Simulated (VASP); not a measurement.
# Ti in VASP: single point with PBEsol

Aim: the single point of Ti with PBEsol.

Everything below comes from runs of VASP 6.6.1. Logs are shortened: lines on timing, memory, paths and dates and some standing lists are left out, and cuts for length are marked.

## (1) The cell of the first run

The cell holds a slab with vacuum, 4 atoms: a = 3.210 Å, b = 3.210 Å, c = 18.815 Å, α = 90.00°, β = 90.00°, γ = 90.00°.

## (2) Single point, PBEsol

The input, INCAR:

```
SYSTEM = Ti
PREC     = Accurate       ! precision mode
ENCUT    = 520            ! plane-wave cutoff, eV
EDIFF    = 1E-6           ! SCF threshold, eV
ISMEAR   = 0              ! smearing method
SIGMA    = 0.1            ! smearing width, eV
LREAL    = .FALSE.        ! projectors in reciprocal space
LASPH    = .TRUE.         ! aspherical terms in the spheres
NELM     = 100            ! most SCF steps
ALGO     = Normal         ! electronic algorithm
ISIF     = 2              ! what is computed and relaxed
LWAVE    = .FALSE.        ! write WAVECAR
LCHARG   = .FALSE.        ! write CHGCAR
LDIPOL   = .TRUE.       
IDIPOL   = 3            
DIPOL    = 0.5 0.5 0.496
GGA      = PS             ! functional
NBANDS   = 32             ! bands
```

The input, KPOINTS:

```
regular mesh
0
G
  9 9 1
  0 0 0
```

The input, POSCAR:

```
Ti
1.0
    3.2102321090      0.0000000000      0.0000000000
    0.0000000000      3.2102321090      0.0000000000
    0.0000000000      0.0000000000     18.8153481634
Ti
4
Direct
    0.5000000000      0.5000000000      0.3720366979
    0.0000000000      0.0000000000      0.4573455660
    0.5000000000      0.5000000000      0.5375705518
    0.0000000000      0.0000000000      0.6168896783
```

Potentials or basis: VASP PAW PBE potentials, release 64 (Ti_sv).

The run is started by

```bash
> cat potpaw_PBE.64/Ti_sv/POTCAR > POTCAR
> mpirun -np 1 vasp_std > vasp.out
```

OUTCAR:

```text
SYSTEM = Ti
   PREC = Accurate
   ENCUT = 520
   EDIFF = 1E-6
   ISMEAR = 0
   LREAL = .FALSE.
   LASPH = .TRUE.
   NELM = 100
   ISIF = 2
   GGA = PS

 ion  position               nearest neighbor table
   1  0.500  0.500  0.372-   2 2.78   2 2.78   2 2.78   2 2.78
   2  0.000  0.000  0.457-   3 2.73   3 2.73   3 2.73   3 2.73   1 2.78   1 2.78   1 2.78   1 2.78

   3  0.500  0.500  0.538-   4 2.72   4 2.72   4 2.72   4 2.72   2 2.73   2 2.73   2 2.73   2 2.73

   4  0.000  0.000  0.617-   3 2.72   3 2.72   3 2.72   3 2.72

  LATTYP: Found a simple tetragonal cell.
 ALAT       =     3.2102321090
 C/A-ratio  =     5.8610553769

  Lattice vectors:

 A1 = (   3.2102321090,   0.0000000000,   0.0000000000)
 A2 = (   0.0000000000,   3.2102321090,   0.0000000000)
 A3 = (   0.0000000000,   0.0000000000,  18.8153481634)

Analysis of symmetry for initial positions (statically):
=====================================================================
 Subroutine PRICEL returns:
 Original cell was already a primitive cell.

 Routine SETGRP: Setting up the symmetry group for a
 simple tetragonal supercell.

 Subroutine GETGRP returns: Found  8 space group operations
 (whereof  8 operations were pure point group operations)
 out of a pool of 16 trial point group operations.

The static configuration has the point symmetry C_4v.

Analysis of symmetry for dynamics (positions and initial velocities):
=====================================================================
 Subroutine PRICEL returns:
 Original cell was already a primitive cell.

 Routine SETGRP: Setting up the symmetry group for a
 simple tetragonal supercell.

 Subroutine GETGRP returns: Found  8 space group operations
 (whereof  8 operations were pure point group operations)
 out of a pool of 16 trial point group operations.

The dynamic configuration has the point symmetry C_4v.

 Subroutine INISYM returns: Found  8 space group operations
 (whereof  8 operations are pure point group operations),
 and found     1 'primitive' translations

----------------------------------------------------------------------------------------

                                     Primitive cell

  volume of cell :     193.9033

  direct lattice vectors                    reciprocal lattice vectors
     3.210232109  0.000000000  0.000000000     0.311503955  0.000000000  0.000000000
     0.000000000  3.210232109  0.000000000     0.000000000  0.311503955  0.000000000
     0.000000000  0.000000000 18.815348163     0.000000000  0.000000000  0.053148100

  length of vectors
     3.210232109  3.210232109 18.815348163     0.311503955  0.311503955  0.053148100

  position of ions in fractional coordinates (direct lattice)
     0.500000000  0.500000000  0.372036698
     0.000000000  0.000000000  0.457345566
     0.500000000  0.500000000  0.537570552
     0.000000000  0.000000000  0.616889678

  ion indices of the primitive-cell ions
   primitive index   ion index
                 1           1
                 2           2
                 3           3
                 4           4

----------------------------------------------------------------------------------------

 KPOINTS: regular mesh

Automatic generation of k-mesh.
 Grid dimensions read from file:
 generate k-points for:    9    9    1

 Generating k-lattice:

  Cartesian coordinates                     Fractional coordinates (reciprocal lattice)
     0.034611551  0.000000000  0.000000000     0.111111111  0.000000000  0.000000000
     0.000000000  0.034611551  0.000000000     0.000000000  0.111111111  0.000000000
     0.000000000  0.000000000  0.053148100     0.000000000  0.000000000  1.000000000

  Length of vectors
     0.034611551  0.034611551  0.053148100

  Shift w.r.t. Gamma in fractional coordinates (k-lattice)
     0.000000000  0.000000000  0.000000000

 Subroutine IBZKPT returns following result:
 ===========================================

 Found     15 irreducible k-points:

 Following reciprocal coordinates:
            Coordinates               Weight
  0.000000  0.000000  0.000000      1.000000
  0.111111  0.000000  0.000000      4.000000
  0.222222  0.000000  0.000000      4.000000
  0.333333  0.000000  0.000000      4.000000
  0.444444  0.000000  0.000000      4.000000
  0.111111  0.111111  0.000000      4.000000
  0.222222  0.111111  0.000000      8.000000
  0.333333  0.111111  0.000000      8.000000
  0.444444  0.111111  0.000000      8.000000
  0.222222  0.222222  0.000000      4.000000
  0.333333  0.222222  0.000000      8.000000
  0.444444  0.222222  0.000000      8.000000
  0.333333  0.333333  0.000000      4.000000
  0.444444  0.333333  0.000000      8.000000
  0.444444  0.444444  0.000000      4.000000
   k-points           NKPTS =     15   k-points in BZ     NKDIM =     15   number of bands    NBANDS=     32
   number of dos      NEDOS =    301   number of ions     NIONS =      4
   total plane-waves  NPLWV =  80640
   dimension x,y,z NGX =    24 NGY =   24 NGZ =  140
   dimension x,y,z NGXF=    48 NGYF=   48 NGZF=  280
   ions per type =               4
   NGX,Y,Z   is equivalent  to a cutoff of  12.43, 12.43, 12.37 a.u.
   NGXF,Y,Z  is equivalent  to a cutoff of  24.86, 24.86, 24.74 a.u.
 SYSTEM =  Ti
   PREC   = accura    normal or accurate (medium, high low for compatibility)
   ISTART =      0    job   : 0-new  1-cont  2-samecut
   ICHARG =      2    charge: 1-file 2-atom 10-const
   ISPIN  =      1    spin polarized calculation?
   LNONCOLLINEAR =      F non collinear calculations
   LSORBIT =      F    spin-orbit coupling
   LASPH  =      T    aspherical Exc in radial PAW
   ENCUT  =  520.0 eV  38.22 Ry    6.18 a.u.   5.97  5.97 34.98*2*pi/ulx,y,z
   NELM   =    100;   NELMIN=  2; NELMDL= -5     # of ELM steps
   EDIFF  = 0.1E-05   stopping-criterion for ELM
   LREAL  =      F    real-space projection
   EDIFFG = 0.1E-04   stopping-criterion for IOM
   NSW    =      0    number of steps for IOM
   IBRION =     -1    ionic relax: 0-MD 1-quasi-New 2-CG
   NFREE  =      0    steps in history (QN), initial steepest desc. (CG)
   ISIF   =      2    stress and relaxation
   ISYM   =      2    0-nonsym 1-usesym 2-fastsym
   POTIM  = 0.5000    time-step for ionic-motion
   TEBEG  =    0.0;   TEEND  =   0.0 temperature during run
   PSTRESS=    0.0 pullay stress
   NELECT =      48.0000    total number of electrons
   NUPDOWN=      -1.0000    fix difference up-down
   EMIN   =  10.00;   EMAX   =-10.00  energy-range for DOS
   EFERMI =   0.00;   METHOD = LEGACY
   ISMEAR =     0;   SIGMA  =   0.10  broadening in eV -4-tet -1-fermi 0-gaus
   EFERMI_NEDOS =   21; number of points for ismear=-14 and -15
   IALGO  =     38    algorithm
   IMIX   =      4    mixing-type and parameters
     AMIX     =   0.40;   BMIX     =  1.00
     AMIX_MAG =   1.60;   BMIX_MAG =  1.00
  volume/ion in A,a.u.               =      48.48       327.13
  Fermi-wavevector in a.u.,A,eV,Ry     =   1.027922  1.942491 14.376240  1.056624
  Thomas-Fermi vector in A             =   2.161892
   LORBIT       =      0    0 simple, 1 ext, 2 COOP (PROOUT), +10 PAW based schemes
   GGA     = PS    functional components
   LHFCALC =     F    Hartree Fock is set to
   AEXX    =    0.0000 exact exchange contribution
   IVDW    =     0    specifies the selected vdW correction
   LEPSILON=     F    determine dielectric tensor
   LRPA    =     F    only Hartree local field effects (RPA)
 non-spin polarized calculation
 Gauss-broadening in eV      SIGMA  =   0.10
  energy-cutoff  :      520.00
  volume of cell :      193.90
 maximum number of plane-waves:      5275
 NGX is ok and might be reduce to    24
   NGX = 11   NGY = 11   NGZ = 69

 dipolmoment           0.000000      0.000000     -0.009872 electrons x Angstroem

 number of electron      47.9999993 magnetization

 dipolmoment           0.000000      0.000000      0.000658 electrons x Angstroem

 Free energy of the ion-electron system (eV)
  ---------------------------------------------------
  ext. energy  EPLUGINS =         0.00000000
  ---------------------------------------------------
  free energy    TOTEN  =       -30.73187310 eV

  energy without entropy =      -30.69190544  energy(sigma->0) =      -30.71188927

 E-fermi :   0.8281     XC(G=0):  -5.1682

 val. band max:        0.8261105688   @ k =   0.3333   0.2222   0.0000
 cond. band min:       0.8681584370   @ k =   0.2222   0.2222   0.0000
 fundamental gap:      0.0420478682
 Fermi energy:         0.8281393037

 k-point     1 :       0.0000    0.0000    0.0000
  band No.  band energies     occupation
      1     -55.9371      2.00000
      2     -55.8059      2.00000
      3     -55.1720      2.00000
      4     -54.9713      2.00000
      5     -32.4012      2.00000
      6     -32.2695      2.00000
[... 24 lines left out ...]
     31       2.5775      0.00000
     32       2.5858      0.00000

 k-point     2 :       0.1111    0.0000    0.0000
  band No.  band energies     occupation
      1     -55.9350      2.00000
      2     -55.8033      2.00000
      3     -55.1673      2.00000
      4     -54.9750      2.00000
      5     -32.4031      2.00000
      6     -32.2732      2.00000
[... 24 lines left out ...]
     31       2.1798      0.00000
     32       2.8005      0.00000

 k-point     3 :       0.2222    0.0000    0.0000
  band No.  band energies     occupation
      1     -55.9297      2.00000
      2     -55.7967      2.00000
      3     -55.1541      2.00000
      4     -54.9856      2.00000
      5     -32.4086      2.00000
      6     -32.2858      2.00000
[... 24 lines left out ...]
     31       2.2650      0.00000
     32       3.1087      0.00000

 k-point     4 :       0.3333    0.0000    0.0000
  band No.  band energies     occupation
      1     -55.9237      2.00000
      2     -55.7892      2.00000
      3     -55.1364      2.00000
      4     -55.0002      2.00000
      5     -32.4157      2.00000
      6     -32.3227      2.00000
[... 24 lines left out ...]
     31       2.7064      0.00000
     32       2.7778      0.00000

 k-point     5 :       0.4444    0.0000    0.0000
  band No.  band energies     occupation
      1     -55.9198      2.00000
      2     -55.7843      2.00000
      3     -55.1222      2.00000
      4     -55.0125      2.00000
      5     -32.4208      2.00000
      6     -32.3558      2.00000
[... 269 lines left out ...]
     31       2.8042      0.00000
     32       2.9138      0.00000

 k-point    13 :       0.3333    0.3333    0.0000
  band No.  band energies     occupation
      1     -55.9136      2.00000
      2     -55.7780      2.00000
      3     -55.1170      2.00000
      4     -55.0028      2.00000
      5     -32.3866      2.00000
      6     -32.3002      2.00000
[... 24 lines left out ...]
     31       2.6957      0.00000
     32       2.8050      0.00000

 k-point    14 :       0.4444    0.3333    0.0000
  band No.  band energies     occupation
      1     -55.9106      2.00000
      2     -55.7747      2.00000
      3     -55.1109      2.00000
      4     -55.0041      2.00000
      5     -32.3793      2.00000
      6     -32.3300      2.00000
[... 24 lines left out ...]
     31       2.8446      0.00000
     32       2.9593      0.00000

 k-point    15 :       0.4444    0.4444    0.0000
  band No.  band energies     occupation
      1     -55.9079      2.00000
      2     -55.7719      2.00000
      3     -55.1076      2.00000
      4     -55.0016      2.00000
      5     -32.3643      2.00000
      6     -32.3351      2.00000
[... 24 lines left out ...]
     31       2.9511      0.00000
     32       3.1915      0.00000

------------------------ aborting loop because EDIFF is reached ----------------------------------------

 vacuum level on the upper side and lower side of the slab       (xc-potential included)        -0.214        -0.240

  FORCE on cell =-STRESS in cart. coord.  units (eV):
  Direction    XX          YY          ZZ          XY          YZ          ZX
  --------------------------------------------------------------------------------------
  -------------------------------------------------------------------------------------
  Total       -2.9533900     -2.9533900     -1.0213778      0.0000000     -0.0000000      0.0000000
  in kB      -24.4031704    -24.4031704     -8.4394057      0.0000000     -0.0000000      0.0000000
  external PRESSURE =     -19.0819155 kB  Pullay stress =       0.0000000 kB

 VOLUME and BASIS-vectors are now :
 -----------------------------------------------------------------------------
  energy-cutoff  :      520.00
  volume of cell :      193.90
      direct lattice vectors                 reciprocal lattice vectors
     3.210232109  0.000000000  0.000000000     0.311503955  0.000000000  0.000000000
     0.000000000  3.210232109  0.000000000     0.000000000  0.311503955  0.000000000
     0.000000000  0.000000000 18.815348163     0.000000000  0.000000000  0.053148100

 POSITION                                       TOTAL-FORCE (eV/Angst)
 -----------------------------------------------------------------------------------
      1.60512      1.60512      7.00000        -0.000000     -0.000000      0.585404
      0.00000      0.00000      8.60512         0.000000     -0.000000     -0.562120
      1.60512      1.60512     10.11458         0.000000      0.000000     -0.006359
      0.00000      0.00000     11.60699         0.000000     -0.000000     -0.016924
 -----------------------------------------------------------------------------------
    total drift:                                0.000000      0.000000     -0.000248

  FREE ENERGIE OF THE ION-ELECTRON SYSTEM (eV)
  ---------------------------------------------------
  free  energy   TOTEN  =       -30.7318731031 eV

  energy  without entropy=      -30.6919054377  energy(sigma->0) =      -30.71188927

 vacuum level on the upper side and lower side of the slab         4.022         3.995
```

Run time: 3 min. Hardware: 1 thread of Intel Xeon Platinum 8375C at 2.90GHz (Ice Lake), shared host; peak memory 0.3 GiB.

Results:

- Free energy: -30.7319 eV
- Largest force: 0.585 eV/Å
- Band gap on the k mesh: zero (band 24 reaches 1.17 eV, above the bottom of band 25 at 0.62 eV)

Forces in eV/Å, atoms in the order of the input:
```
Ti   0.000  0.000  0.585
Ti   0.000  0.000 -0.562
Ti   0.000  0.000 -0.006
Ti   0.000  0.000 -0.017
```

Levels at points of the mesh, in eV from the Fermi level:
| k point | band 21 | band 22 | band 23 | band 24 | band 25 | band 26 | band 27 | band 28 |
| --- | --- | --- | --- | --- | --- | --- | --- | --- |
| (0.00, 0.00, 0.00) | -1.95 | -0.93 | 0.21 | 0.34 | 0.71 | 0.96 | 0.96 | 1.07 |

Caveat: the PAW data sets were made with another functional, which shifts forces and pressure a little.
